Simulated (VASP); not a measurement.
Here is a VASP 6.6.1 calculation.

The input INCAR:

```
ALGO = Normal
EDIFF = 1E-6
ENCUT = 520
GGA = PE
ISIF = 2
ISMEAR = -1
LASPH = T
LCHARG = F
LREAL = F
LWAVE = F
NBANDS = 16
NELM = 100
PREC = Accurate
SIGMA = 0.05
```

Contents of KPOINTS:

```
k-points
0
Gamma
  13 13 13
```

Contents of POSCAR:

```
InSb
1.0
    0.0000000000      3.2391000000      3.2391000000
    3.2391000000      0.0000000000      3.2391000000
    3.2391000000      3.2391000000      0.0000000000
In Sb
1 1
Direct
    0.0000000000      0.0000000000      0.0000000000
    0.7500000000      0.7500000000      0.7500000000
```

Potentials or basis: VASP PAW PBE potentials, release 64 (In_d, Sb).

Launch:

```bash
$ cat potpaw_PBE.64/In_d/POTCAR potpaw_PBE.64/Sb/POTCAR > POTCAR
$ mpirun -np 1 vasp_std > vasp.out
```

Estimate the band gap on the k mesh.

zero (filled and empty bands touch).

What does it give for the pressure?

3.1 GPa.

Caveat: spin-orbit coupling is left out, which moves the levels of the heavy elements.
